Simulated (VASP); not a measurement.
# H (a cell with a defect) in VASP: single point with PBE

Aim: the single point of H (a cell with a defect) with PBE.

Program: VASP 6.6.1. These are calculated values, not measurements. Logs are shortened: lines on timing, memory, paths and dates and some standing lists are left out, and cuts for length are marked.

## (1) The cell of the first run

The cell holds a defect, 15 atoms: a = 6.715 Å, b = 6.715 Å, c = 6.775 Å, α = 90.00°, β = 90.00°, γ = 116.25°.

## (2) Single point, PBE

INCAR

```
SYSTEM = H
PREC = Accurate ; ENCUT = 520
EDIFF = 1E-7 ; ISMEAR = 0
SIGMA = 0.05 ; LREAL = Auto
LASPH = .True. ; NELM = 80
ALGO = Normal ; ISIF = 2
LWAVE = .False. ; LCHARG = .False.
GGA = PE ; NBANDS = 20
```

KPOINTS

```
Automatic mesh
0
Gamma
  4 4 4
  0 0 0
```

POSCAR

```
H
1.0
   -3.5460185610      5.7024651004      0.0000000000
   -3.5460185610     -5.7024651004      0.0000000000
    0.0000000000      0.0000000000      6.7754939042
H
15
Direct
    0.2745498102      0.6480511136      1.0059524245
    0.6958619026      0.2599637362      1.0023985522
    0.7165068734      0.7806110884      0.9922282368
    0.2254501898      0.3519488864     -0.0059524245
    0.2500000000      0.5000000000      0.0000000000
    0.7834931266      0.2193889116      0.0077717632
    0.8041380974      0.7400362638     -0.0023985522
    0.2674827064      0.2243176186      0.4481423420
    0.2688273352      0.7254705825      0.4687170778
    0.7817268922      0.2258875375      0.4737289969
    0.7806447385      0.7272708104      0.4650210452
    0.2311726648      0.2745294175      0.5312829222
    0.2325172936      0.7756823814      0.5518576580
    0.7193552615      0.2727291896      0.5349789548
    0.7182731078      0.7741124625      0.5262710031
```

Potentials or basis: VASP PAW PBE potentials, release 64 (H).

The run is started by

```bash
$ cat potpaw_PBE.64/H/POTCAR > POTCAR
$ mpirun -np 1 vasp_std > vasp.out
```

OUTCAR:

```text
SYSTEM = H
   PREC = Accurate
   ENCUT = 520
   EDIFF = 1E-7
   ISMEAR = 0
   LREAL = Auto
   LASPH = .True.
   NELM = 80
   ISIF = 2
   GGA = PE

 ion  position               nearest neighbor table
   1  0.275  0.648  0.006-
   2  0.696  0.260  0.002-   6 0.75
   3  0.717  0.781  0.992-   7 0.75
   4  0.225  0.352  0.994-
   5  0.250  0.500  0.000-
   6  0.783  0.219  0.008-   2 0.75
   7  0.804  0.740  0.998-   3 0.75
   8  0.267  0.224  0.448-  12 0.75
   9  0.269  0.725  0.469-  13 0.75
  10  0.782  0.226  0.474-  14 0.75
  11  0.781  0.727  0.465-  15 0.75
  12  0.231  0.275  0.531-   8 0.75
  13  0.233  0.776  0.552-   9 0.75
  14  0.719  0.273  0.535-  10 0.75
  15  0.718  0.774  0.526-  11 0.75

  LATTYP: Found a base centered orthorhombic cell.
 ALAT       =     7.0920371220
 B/A-ratio  =     1.6081317687
 C/A-ratio  =     0.9553663902

  Lattice vectors:

 A1 = (  -3.5460185610,   5.7024651004,   0.0000000000)
 A2 = (  -3.5460185610,  -5.7024651004,   0.0000000000)
 A3 = (   0.0000000000,   0.0000000000,   6.7754939042)

Analysis of symmetry for initial positions (statically):
=====================================================================
 Subroutine PRICEL returns:
 Original cell was already a primitive cell.

 Routine SETGRP: Setting up the symmetry group for a
 base centered orthorhombic supercell.

 Subroutine GETGRP returns: Found  2 space group operations
 (whereof  1 operations were pure point group operations)
 out of a pool of  8 trial point group operations.

The static configuration has the point symmetry C_1 .
 The point group associated with its full space group is S_2 .

Analysis of symmetry for dynamics (positions and initial velocities):
=====================================================================
 Subroutine PRICEL returns:
 Original cell was already a primitive cell.

 Routine SETGRP: Setting up the symmetry group for a
 base centered orthorhombic supercell.

 Subroutine GETGRP returns: Found  2 space group operations
 (whereof  1 operations were pure point group operations)
 out of a pool of  8 trial point group operations.

The dynamic configuration has the point symmetry C_1 .
 The point group associated with its full space group is S_2 .

 Subroutine INISYM returns: Found  2 space group operations
 (whereof  1 operations are pure point group operations),
 and found     1 'primitive' translations

----------------------------------------------------------------------------------------

                                     Primitive cell

  volume of cell :     274.0152

  direct lattice vectors                    reciprocal lattice vectors
    -3.546018561  5.702465100  0.000000000    -0.141003210  0.087681378  0.000000000
    -3.546018561 -5.702465100  0.000000000    -0.141003210 -0.087681378  0.000000000
     0.000000000  0.000000000  6.775493904     0.000000000  0.000000000  0.147590717

  length of vectors
     6.715084203  6.715084203  6.775493904     0.166041951  0.166041951  0.147590717

  position of ions in fractional coordinates (direct lattice)
     0.274549810  0.648051114  0.005952425
     0.695861903  0.259963736  0.002398552
     0.716506873  0.780611088  0.992228237
     0.225450190  0.351948886  0.994047575
     0.250000000  0.500000000  0.000000000
     0.783493127  0.219388912  0.007771763
     0.804138097  0.740036264  0.997601448
     0.267482706  0.224317619  0.448142342
     0.268827335  0.725470583  0.468717078
     0.781726892  0.225887538  0.473728997
     0.780644739  0.727270810  0.465021045
     0.231172665  0.274529417  0.531282922
     0.232517294  0.775682381  0.551857658
     0.719355261  0.272729190  0.534978955
     0.718273108  0.774112462  0.526271003

  ion indices of the primitive-cell ions
   primitive index   ion index
                 1           1
                 2           2
                 3           3
                 4           4
                 5           5
                 6           6
                 7           7
                 8           8
                 9           9
                10          10
                11          11
                12          12
                13          13
                14          14
                15          15

----------------------------------------------------------------------------------------

 KPOINTS: Automatic mesh

Automatic generation of k-mesh.
 Grid dimensions read from file:
 generate k-points for:    4    4    4

 Generating k-lattice:

  Cartesian coordinates                     Fractional coordinates (reciprocal lattice)
    -0.035250803  0.021920345  0.000000000     0.250000000 -0.000000000  0.000000000
    -0.035250803 -0.021920345  0.000000000    -0.000000000  0.250000000  0.000000000
     0.000000000  0.000000000  0.036897679     0.000000000  0.000000000  0.250000000

  Length of vectors
     0.041510488  0.041510488  0.036897679

  Shift w.r.t. Gamma in fractional coordinates (k-lattice)
     0.000000000  0.000000000  0.000000000

 Subroutine IBZKPT returns following result:
 ===========================================

 Found     36 irreducible k-points:

 Following reciprocal coordinates:
            Coordinates               Weight
  0.000000  0.000000  0.000000      1.000000
  0.250000  0.000000  0.000000      2.000000
  0.000000  0.250000  0.000000      2.000000
  0.500000  0.000000  0.000000      1.000000
  0.000000  0.500000  0.000000      1.000000
  0.250000  0.250000  0.000000      2.000000
[... 16 lines left out ...]
 -0.250000  0.500000 -0.250000      2.000000
 -0.250000  0.250000  0.250000      2.000000
 [... further k-points ...]
   k-points           NKPTS =     36   k-points in BZ     NKDIM =     36   number of bands    NBANDS=     20
   number of dos      NEDOS =    301   number of ions     NIONS =     15
   total plane-waves  NPLWV = 125000
   dimension x,y,z NGX =    50 NGY =   50 NGZ =   50
   dimension x,y,z NGXF=   100 NGYF=  100 NGZF=  100
   ions per type =              15
   NGX,Y,Z   is equivalent  to a cutoff of  12.38, 12.38, 12.27 a.u.
   NGXF,Y,Z  is equivalent  to a cutoff of  24.76, 24.76, 24.54 a.u.
 SYSTEM =  H
   PREC   = accura    normal or accurate (medium, high low for compatibility)
   ISTART =      0    job   : 0-new  1-cont  2-samecut
   ICHARG =      2    charge: 1-file 2-atom 10-const
   ISPIN  =      1    spin polarized calculation?
   LNONCOLLINEAR =      F non collinear calculations
   LSORBIT =      F    spin-orbit coupling
   LASPH  =      T    aspherical Exc in radial PAW
   ENCUT  =  520.0 eV  38.22 Ry    6.18 a.u.  12.49 12.49 12.60*2*pi/ulx,y,z
   NELM   =     80;   NELMIN=  2; NELMDL= -5     # of ELM steps
   EDIFF  = 0.1E-06   stopping-criterion for ELM
   LREAL  =      T    real-space projection
   EDIFFG = 0.1E-05   stopping-criterion for IOM
   NSW    =      0    number of steps for IOM
   IBRION =     -1    ionic relax: 0-MD 1-quasi-New 2-CG
   NFREE  =      0    steps in history (QN), initial steepest desc. (CG)
   ISIF   =      2    stress and relaxation
   ISYM   =      2    0-nonsym 1-usesym 2-fastsym
   POTIM  = 0.5000    time-step for ionic-motion
   TEBEG  =    0.0;   TEEND  =   0.0 temperature during run
   PSTRESS=    0.0 pullay stress
   NELECT =      15.0000    total number of electrons
   NUPDOWN=      -1.0000    fix difference up-down
   EMIN   =  10.00;   EMAX   =-10.00  energy-range for DOS
   EFERMI =   0.00;   METHOD = LEGACY
   ISMEAR =     0;   SIGMA  =   0.05  broadening in eV -4-tet -1-fermi 0-gaus
   EFERMI_NEDOS =   21; number of points for ismear=-14 and -15
   IALGO  =     38    algorithm
   IMIX   =      4    mixing-type and parameters
     AMIX     =   0.40;   BMIX     =  1.00
     AMIX_MAG =   1.60;   BMIX_MAG =  1.00
  volume/ion in A,a.u.               =      18.27       123.28
  Fermi-wavevector in a.u.,A,eV,Ry     =   0.621604  1.174661  5.257174  0.386391
  Thomas-Fermi vector in A             =   1.681167
   LORBIT       =      0    0 simple, 1 ext, 2 COOP (PROOUT), +10 PAW based schemes
   GGA     = PE    functional components
   LHFCALC =     F    Hartree Fock is set to
   AEXX    =    0.0000 exact exchange contribution
   IVDW    =     0    specifies the selected vdW correction
   LEPSILON=     F    determine dielectric tensor
   LRPA    =     F    only Hartree local field effects (RPA)
 non-spin polarized calculation
 Gauss-broadening in eV      SIGMA  =   0.05
  energy-cutoff  :      520.00
  volume of cell :      274.02
 maximum number of plane-waves:      7409
 NGX is ok and might be reduce to    50
   NGX = 25   NGY = 25   NGZ = 25

 number of electron      14.9999999 magnetization

 Free energy of the ion-electron system (eV)
  ---------------------------------------------------
  ext. energy  EPLUGINS =         0.00000000
  ---------------------------------------------------
  free energy    TOTEN  =       -47.93079413 eV

  energy without entropy =      -47.91132224  energy(sigma->0) =      -47.92105818

 E-fermi :  -4.3713     XC(G=0):  -4.3120

 val. band max:       -4.3734087039   @ k =   0.0000   0.5000  -0.2500
 cond. band min:      -4.3703641416   @ k =   0.5000   0.0000   0.5000
 fundamental gap:      0.0030445623
 Fermi energy:        -4.3713210275

 k-point     1 :       0.0000    0.0000    0.0000
  band No.  band energies     occupation
      1     -11.3654      2.00000
      2      -9.9972      2.00000
      3      -9.6109      2.00000
      4      -9.3753      2.00000
      5      -9.1975      2.00000
      6      -9.1918      2.00000
[... 11 lines left out ...]
     18       3.9824      0.00000
     19       4.1688      0.00000
[... 489 lines left out ...]
      3      -9.5781      2.00000
      4      -9.3857      2.00000
      5      -9.2760      2.00000
      6      -9.2190      2.00000
[... 11 lines left out ...]
     18       3.6914      0.00000
     19       3.8845      0.00000

 [... further k-points ...]

 [bands above 19 left out]

------------------------ aborting loop because EDIFF is reached ----------------------------------------

  FORCE on cell =-STRESS in cart. coord.  units (eV):
  Direction    XX          YY          ZZ          XY          YZ          ZX
  --------------------------------------------------------------------------------------
  -------------------------------------------------------------------------------------
  Total       -0.1822434     -0.3263723     -0.2732635      0.0033837     -0.0150310     -0.0040060
  in kB       -1.0655845     -1.9083116     -1.5977825      0.0197844     -0.0878868     -0.0234235
  external PRESSURE =      -1.5238928 kB  Pullay stress =       0.0000000 kB

 VOLUME and BASIS-vectors are now :
 -----------------------------------------------------------------------------
  energy-cutoff  :      520.00
  volume of cell :      274.02
      direct lattice vectors                 reciprocal lattice vectors
    -3.546018561  5.702465100  0.000000000    -0.141003210  0.087681378  0.000000000
    -3.546018561 -5.702465100  0.000000000    -0.141003210 -0.087681378  0.000000000
     0.000000000  0.000000000  6.775493904     0.000000000  0.000000000  0.147590717

 POSITION                                       TOTAL-FORCE (eV/Angst)
 -----------------------------------------------------------------------------------
     -3.27156     -2.12988      0.04033        -0.007782     -0.007193      0.000906
     -3.38938      2.48569      0.01625         0.001810     -0.005519      0.003394
     -5.30881     -0.36555      6.72284         0.001143     -0.005542      0.004221
     -2.04747     -0.72135      6.73516         0.007782      0.007193     -0.000906
     -2.65951     -1.42562      0.00000        -0.000000      0.000000      0.000000
     -3.55624      3.21678      0.05266        -0.001143      0.005542     -0.004221
     -5.47567      0.36554      6.75924        -0.001810      0.005519     -0.003394
     -1.74393      0.24615      3.03639         0.000684      0.004067     -0.004479
     -3.52580     -2.60399      3.17579         0.000323      0.004461     -0.003678
     -3.57302      3.16965      3.20975         0.001069     -0.006055      0.002975
     -5.34710      0.30436      3.15075         0.000966     -0.005620      0.002547
     -1.79323     -0.24724      3.59970        -0.000323     -0.004461      0.003678
     -3.57509     -3.09738      3.73911        -0.000684     -0.004067      0.004479
     -3.51795      2.54687      3.62475        -0.000966      0.005620     -0.002547
     -5.29203     -0.31842      3.56575        -0.001069      0.006055     -0.002975
 -----------------------------------------------------------------------------------
    total drift:                               -0.000000      0.000000      0.000000

  FREE ENERGIE OF THE ION-ELECTRON SYSTEM (eV)
  ---------------------------------------------------
  free  energy   TOTEN  =       -47.9307941254 eV

  energy  without entropy=      -47.9113222412  energy(sigma->0) =      -47.92105818
```

It took 2.1 min on 1 thread of Intel Xeon 6975P-C (Granite Rapids), shared host; peak memory 0.37 GiB.

Results:

```
Free energy   : -47.9308 eV
Pressure      : -0.2 GPa
Largest force : 0.011 eV/Å
```

Forces on the atoms (eV/Å):
```
H   -0.008 -0.007  0.001
H    0.002 -0.006  0.003
H    0.001 -0.006  0.004
H    0.008  0.007 -0.001
H    0.000  0.000  0.000
H   -0.001  0.006 -0.004
H   -0.002  0.006 -0.003
H    0.001  0.004 -0.004
H    0.000  0.004 -0.004
H    0.001 -0.006  0.003
H    0.001 -0.006  0.003
H    0.000 -0.004  0.004
H   -0.001 -0.004  0.004
H   -0.001  0.006 -0.003
H   -0.001  0.006 -0.003
```
